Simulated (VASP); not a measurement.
# CsSnI3: single point with LDA

The system is CsSnI3.

```xyz
5
Lattice="6.1218 0.0000 0.0000 0.0000 6.1218 0.0000 0.0000 0.0000 6.1218" Properties=species:S:1:pos:R:3 pbc="T T T"
Cs    0.0000    0.0000    0.0000
I     3.0609    3.0609    0.0000
I     3.0609    0.0000    3.0609
I     0.0000    3.0609    3.0609
Sn    3.0609    3.0609    3.0609
```

This cell differs from its parent crystal: volume scaled by 0.96.

* Program: VASP 6.6.1
* Task: single point
* Functional: LDA
* Potentials or basis: VASP PAW LDA potentials, release 64 (Cs_sv, I, Sn_d)
* Cutoff: 520 eV
* k mesh: 5 × 5 × 5
* Occupations: fermi-dirac, width 0.05 eV
* Spin: no spin polarisation

```yaml
Pressure: -0.9 GPa
Band_gap_on_the_k_mesh: 1.70 eV, direct
```

Levels at points of the mesh, in eV from the valence-band top:
```csv
k point,band 19,band 20,band 21,band 22,band 23,band 24,band 25,band 26
"(0.00, 0.00, 0.00)",-1.52,-1.34,-1.34,-1.34,2.76,3.69,3.69,4.10
```

Run time: 46 s on 1 thread of Intel(R) Xeon(R) 6975P-C (Granite Rapids), on a shared host, peak memory 0.29 GiB.

Caveat: spin-orbit coupling is left out, which moves the levels of the heavy elements. A k mesh can miss the band edges.
